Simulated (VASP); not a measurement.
# In in VASP: notebook, part 2 of 2

VASP 6.6.1. Earlier steps stand in the parts before.

## (5) Single point, PBE

This run uses another cell than the first one, of 28.05 Å³/atom.

Input file INCAR:

```
SYSTEM = In
PREC = Accurate
ENCUT = 520
EDIFF = 1E-7
ISMEAR = -1
SIGMA = 0.05
LREAL = .False.
LASPH = .True.
NELM = 60
ALGO = Normal
ISIF = 2
LWAVE = .False.
LCHARG = .False.
GGA = PE
NBANDS = 34
```

Input file KPOINTS:

```
regular mesh
0
Gamma
  9 9 3
  0 0 0
```

Input file POSCAR:

```
In
1.0
    3.4298183353      0.0000000000      0.0000000000
   -1.7149091677      2.9703098087      0.0000000000
    0.0000000000      0.0000000000     11.0115211223
In
4
Direct
    0.6666666667      0.3333333333      0.7500000000
    0.0000000000      0.0000000000      0.5000000000
    0.3333333333      0.6666666667      0.2500000000
    0.0000000000      0.0000000000      0.0000000000
```

Potentials or basis: VASP PAW PBE potentials, release 64 (In_d).

Run with:

```console
$ cat potpaw_PBE.64/In_d/POTCAR > POTCAR
$ mpirun -np 1 vasp_std > vasp.out
```

OUTCAR:

```text
SYSTEM = In
   PREC = Accurate
   ENCUT = 520
   EDIFF = 1E-7
   ISMEAR = -1
   LREAL = .False.
   LASPH = .True.
   NELM = 60
   ISIF = 2
   GGA = PE

 ion  position               nearest neighbor table
   1  0.667  0.333  0.750-   2 3.39   4 3.39   2 3.39   4 3.39   2 3.39   4 3.39
   2  0.000  0.000  0.500-   1 3.39   3 3.39   3 3.39   1 3.39   1 3.39   3 3.39
   3  0.333  0.667  0.250-   2 3.39   4 3.39   2 3.39   4 3.39   2 3.39   4 3.39
   4  0.000  0.000  0.000-   1 3.39   3 3.39   3 3.39   1 3.39   1 3.39   3 3.39

  LATTYP: Found a hexagonal cell.
 ALAT       =     3.4298183353
 C/A-ratio  =     3.2105260529

  Lattice vectors:

 A1 = (   3.4298183353,   0.0000000000,   0.0000000000)
 A2 = (  -1.7149091677,   2.9703098087,   0.0000000000)
 A3 = (   0.0000000000,   0.0000000000,  11.0115211223)

Analysis of symmetry for initial positions (statically):
=====================================================================
 Subroutine PRICEL returns:
 Original cell was already a primitive cell.

 Routine SETGRP: Setting up the symmetry group for a
 hexagonal supercell.

 Subroutine GETGRP returns: Found 24 space group operations
 (whereof 12 operations were pure point group operations)
 out of a pool of 24 trial point group operations.

The static configuration has the point symmetry D_3d.
 The point group associated with its full space group is D_6h.

Analysis of symmetry for dynamics (positions and initial velocities):
=====================================================================
 Subroutine PRICEL returns:
 Original cell was already a primitive cell.

 Routine SETGRP: Setting up the symmetry group for a
 hexagonal supercell.

 Subroutine GETGRP returns: Found 24 space group operations
 (whereof 12 operations were pure point group operations)
 out of a pool of 24 trial point group operations.

The dynamic configuration has the point symmetry D_3d.
 The point group associated with its full space group is D_6h.

 Subroutine INISYM returns: Found 24 space group operations
 (whereof 12 operations are pure point group operations),
 and found     1 'primitive' translations

----------------------------------------------------------------------------------------

                                     Primitive cell

  volume of cell :     112.1812

  direct lattice vectors                    reciprocal lattice vectors
     3.429818335  0.000000000  0.000000000     0.291560632  0.168332609  0.000000000
    -1.714909168  2.970309809  0.000000000     0.000000000  0.336665218  0.000000000
     0.000000000  0.000000000 11.011521122     0.000000000  0.000000000  0.090813975

  length of vectors
     3.429818335  3.429818335 11.011521122     0.336665218  0.336665218  0.090813975

  position of ions in fractional coordinates (direct lattice)
     0.666666667  0.333333333  0.750000000
     0.000000000  0.000000000  0.500000000
     0.333333333  0.666666667  0.250000000
     0.000000000  0.000000000  0.000000000

  ion indices of the primitive-cell ions
   primitive index   ion index
                 1           1
                 2           2
                 3           3
                 4           4

----------------------------------------------------------------------------------------

 KPOINTS: regular mesh

Automatic generation of k-mesh.
 Grid dimensions read from file:
 generate k-points for:    9    9    3

 Generating k-lattice:

  Cartesian coordinates                     Fractional coordinates (reciprocal lattice)
     0.032395626  0.018703623  0.000000000     0.111111111 -0.000000000  0.000000000
     0.000000000  0.037407246  0.000000000     0.000000000  0.111111111  0.000000000
     0.000000000  0.000000000  0.030271325     0.000000000  0.000000000  0.333333333

  Length of vectors
     0.037407246  0.037407246  0.030271325

  Shift w.r.t. Gamma in fractional coordinates (k-lattice)
     0.000000000  0.000000000  0.000000000

 Subroutine IBZKPT returns following result:
 ===========================================

 Found     24 irreducible k-points:

 Following reciprocal coordinates:
            Coordinates               Weight
  0.000000  0.000000  0.000000      1.000000
  0.111111  0.000000  0.000000      6.000000
  0.222222 -0.000000  0.000000      6.000000
  0.333333  0.000000  0.000000      6.000000
  0.444444 -0.000000  0.000000      6.000000
  0.111111  0.111111  0.000000      6.000000
[... 16 lines left out ...]
  0.333333  0.222222  0.333333     24.000000
  0.333333  0.333333  0.333333      4.000000
   k-points           NKPTS =     24   k-points in BZ     NKDIM =     24   number of bands    NBANDS=     34
   number of dos      NEDOS =    301   number of ions     NIONS =      4
   total plane-waves  NPLWV =  65856
   dimension x,y,z NGX =    28 NGY =   28 NGZ =   84
   dimension x,y,z NGXF=    56 NGYF=   56 NGZF=  168
   ions per type =               4
   NGX,Y,Z   is equivalent  to a cutoff of  13.57, 13.57, 12.68 a.u.
   NGXF,Y,Z  is equivalent  to a cutoff of  27.14, 27.14, 25.36 a.u.
 SYSTEM =  In
   PREC   = accura    normal or accurate (medium, high low for compatibility)
   ISTART =      0    job   : 0-new  1-cont  2-samecut
   ICHARG =      2    charge: 1-file 2-atom 10-const
   ISPIN  =      1    spin polarized calculation?
   LNONCOLLINEAR =      F non collinear calculations
   LSORBIT =      F    spin-orbit coupling
   LASPH  =      T    aspherical Exc in radial PAW
   ENCUT  =  520.0 eV  38.22 Ry    6.18 a.u.   6.38  6.38 20.47*2*pi/ulx,y,z
   NELM   =     60;   NELMIN=  2; NELMDL= -5     # of ELM steps
   EDIFF  = 0.1E-06   stopping-criterion for ELM
   LREAL  =      F    real-space projection
   EDIFFG = 0.1E-05   stopping-criterion for IOM
   NSW    =      0    number of steps for IOM
   IBRION =     -1    ionic relax: 0-MD 1-quasi-New 2-CG
   NFREE  =      0    steps in history (QN), initial steepest desc. (CG)
   ISIF   =      2    stress and relaxation
   ISYM   =      2    0-nonsym 1-usesym 2-fastsym
   POTIM  = 0.5000    time-step for ionic-motion
   TEBEG  =    0.0;   TEEND  =   0.0 temperature during run
   PSTRESS=    0.0 pullay stress
   NELECT =      52.0000    total number of electrons
   NUPDOWN=      -1.0000    fix difference up-down
   EMIN   =  10.00;   EMAX   =-10.00  energy-range for DOS
   EFERMI =   0.00;   METHOD = LEGACY
   ISMEAR =    -1;   SIGMA  =   0.05  broadening in eV -4-tet -1-fermi 0-gaus
   EFERMI_NEDOS =   21; number of points for ismear=-14 and -15
   IALGO  =     38    algorithm
   IMIX   =      4    mixing-type and parameters
     AMIX     =   0.40;   BMIX     =  1.00
     AMIX_MAG =   1.60;   BMIX_MAG =  1.00
  volume/ion in A,a.u.               =      28.05       189.26
  Fermi-wavevector in a.u.,A,eV,Ry     =   1.266978  2.394242 21.840539  1.605234
  Thomas-Fermi vector in A             =   2.400151
   LORBIT       =      0    0 simple, 1 ext, 2 COOP (PROOUT), +10 PAW based schemes
   GGA     = PE    functional components
   LHFCALC =     F    Hartree Fock is set to
   AEXX    =    0.0000 exact exchange contribution
   IVDW    =     0    specifies the selected vdW correction
   LEPSILON=     F    determine dielectric tensor
   LRPA    =     F    only Hartree local field effects (RPA)
 non-spin polarized calculation
  energy-cutoff  :      520.00
  volume of cell :      112.18
 maximum number of plane-waves:      3043
 NGX is ok and might be reduce to    28
   NGX = 13   NGY = 13   NGZ = 41

 number of electron      52.0000015 magnetization

 Free energy of the ion-electron system (eV)
  ---------------------------------------------------
  ext. energy  EPLUGINS =         0.00000000
  ---------------------------------------------------
  free energy    TOTEN  =       -10.21862168 eV

  energy without entropy =      -10.19527910  energy(sigma->0) =      -10.20695039

 E-fermi :   6.7473     XC(G=0):  -9.9274

 val. band max:        6.6876869350   @ k =   0.2222   0.1111   0.3333
 cond. band min:       6.7595145682   @ k =   0.2222   0.2222   0.3333
 fundamental gap:      0.0718276332
 Fermi energy:         6.7472746371

 k-point     1 :       0.0000    0.0000    0.0000
  band No.  band energies     occupation
      1      -7.8557      2.00000
      2      -7.8304      2.00000
      3      -7.8224      2.00000
      4      -7.8224      2.00000
      5      -7.8037      2.00000
      6      -7.8013      2.00000
[... 877 lines left out ...]
     33      10.8807      0.00000
     34      11.5253      0.00000

------------------------ aborting loop because EDIFF is reached ----------------------------------------

  FORCE on cell =-STRESS in cart. coord.  units (eV):
  Direction    XX          YY          ZZ          XY          YZ          ZX
  --------------------------------------------------------------------------------------
  -------------------------------------------------------------------------------------
  Total       -0.5409179     -0.5409179     -0.1652674      0.0000000      0.0000000     -0.0000000
  in kB       -7.7254135     -7.7254135     -2.3603570      0.0000000      0.0000000     -0.0000000
  external PRESSURE =      -5.9370613 kB  Pullay stress =       0.0000000 kB

 VOLUME and BASIS-vectors are now :
 -----------------------------------------------------------------------------
  energy-cutoff  :      520.00
  volume of cell :      112.18
      direct lattice vectors                 reciprocal lattice vectors
     3.429818335  0.000000000  0.000000000     0.291560632  0.168332609  0.000000000
    -1.714909168  2.970309809  0.000000000     0.000000000  0.336665218  0.000000000
     0.000000000  0.000000000 11.011521122     0.000000000  0.000000000  0.090813975

 POSITION                                       TOTAL-FORCE (eV/Angst)
 -----------------------------------------------------------------------------------
      1.71491      0.99010      8.25864         0.000000      0.000000      0.000000
      0.00000      0.00000      5.50576        -0.000000      0.000000      0.000000
     -0.00000      1.98021      2.75288         0.000000     -0.000000     -0.000000
      0.00000      0.00000      0.00000        -0.000000      0.000000      0.000000
 -----------------------------------------------------------------------------------
    total drift:                                0.000000     -0.000000      0.000000

  FREE ENERGIE OF THE ION-ELECTRON SYSTEM (eV)
  ---------------------------------------------------
  free  energy   TOTEN  =       -10.2186216840 eV

  energy  without entropy=      -10.1952790993  energy(sigma->0) =      -10.20695039
```

Wall time 2.3 min (1 thread of Intel Xeon 8259CL, shared host); peak memory 0.27 GiB.

Results:

| Quantity | Value |
| --- | --- |
| Free energy | -10.2186 eV |
| Pressure | -0.6 GPa |
| Band gap on the k mesh | zero (bands 26 and 27 overlap by 4.50 eV) |

Caveat: spin-orbit coupling is left out, which moves the levels of the heavy elements.

## (6) Single point, PBE (atoms moved at random)

Input file INCAR:

```
SYSTEM = In
PREC = Accurate ; ENCUT = 520
EDIFF = 1E-7 ; ISMEAR = -1
SIGMA = 0.05 ; LREAL = .FALSE.
LASPH = .TRUE. ; NELM = 80
ALGO = Fast ; ISIF = 2
LWAVE = .FALSE. ; LCHARG = .FALSE.
GGA = PE ; NBANDS = 34
```

Input file KPOINTS:

```
regular mesh
0
G
  9 9 3
  0 0 0
```

Input file POSCAR:

```
In
1.0
    3.3638438630      0.0000000000      0.0000000000
   -1.6819219315      2.9131742397      0.0000000000
    0.0000000000      0.0000000000     10.7997083600
In
4
Direct
    0.6634310000      0.3428250000      0.7498600000
   -0.0023700000     -0.0185920000      0.4996680000
    0.3263380000      0.6630610000      0.2460080000
   -0.0038090000     -0.0087600000     -0.0001770000
```

Potentials or basis: VASP PAW PBE potentials, release 64 (In_d).

Run with:

```console
$ cat potpaw_PBE.64/In_d/POTCAR > POTCAR
$ mpirun -np 1 vasp_std > vasp.out
```

Wall time 16 min (1 thread of Intel Xeon 8259CL, shared host); peak memory 0.46 GiB.

Results (log left out):

```yaml
Free_energy: -10.1961 eV
Pressure: 1.6 GPa
Largest_force: 0.109 eV/Å
Band_gap_on_the_k_mesh: zero (bands 26 and 27 overlap by 4.80 eV)
```

Forces in eV/Å, atoms in the order of the input:
```
In   0.005 -0.012  0.019
In  -0.007  0.011 -0.062
In   0.006 -0.006  0.109
In  -0.005  0.007 -0.066
```

Stress tensor (GPa, compression positive):
```
1.25 0.02 0.00
0.02 1.40 0.00
0.00 0.00 2.07
```

Levels at points of the mesh, in eV from the Fermi level:
```
           k point  band 22  band 23  band 24  band 25  band 26  band 27  band 28  band 29  band 30  band 31
(0.00, 0.00, 0.00)    -8.10    -8.00    -4.12    -3.26     3.32     3.42     8.05     8.11     8.93     8.94
```

Caveat: the cell differs from its parent crystal (atoms moved at random); spin-orbit coupling is left out, which moves the levels of the heavy elements.

## (7) Overview

| cell | gap on the mesh (eV) | pressure (GPa) |
| --- | --- | --- |
| a = 3.364, b = 3.364, c = 10.800 Å, angles 90.0, 90.0, 120.0°, 4 atoms, atomic positions A | none | 1.6 |
| a = 3.386, b = 3.386, c = 10.871 Å, angles 90.0, 90.0, 120.0°, 4 atoms, atomic positions A | none | 0.8 |
| a = 3.408, b = 3.408, c = 10.942 Å, angles 90.0, 90.0, 120.0°, 4 atoms, atomic positions A | none | 0.0 |
| a = 3.430, b = 3.430, c = 11.012 Å, angles 90.0, 90.0, 120.0°, 4 atoms, atomic positions A | none | -0.6 |
| a = 3.364, b = 3.364, c = 10.800 Å, angles 90.0, 90.0, 120.0°, 4 atoms, atomic positions B | none | 1.6 |

Alike in all rows: task single point; level PBE; potentials or basis VASP PAW PBE potentials, release 64 (In_d); no spin polarisation; k mesh 9 × 9 × 3; cutoff (eV) 520; smearing fermi-dirac 0.05 eV.

Caveats: spin-orbit coupling is left out, which moves the levels of the heavy elements.

Total energies depend on the potentials used, so only differences within one code and one set of settings carry meaning.
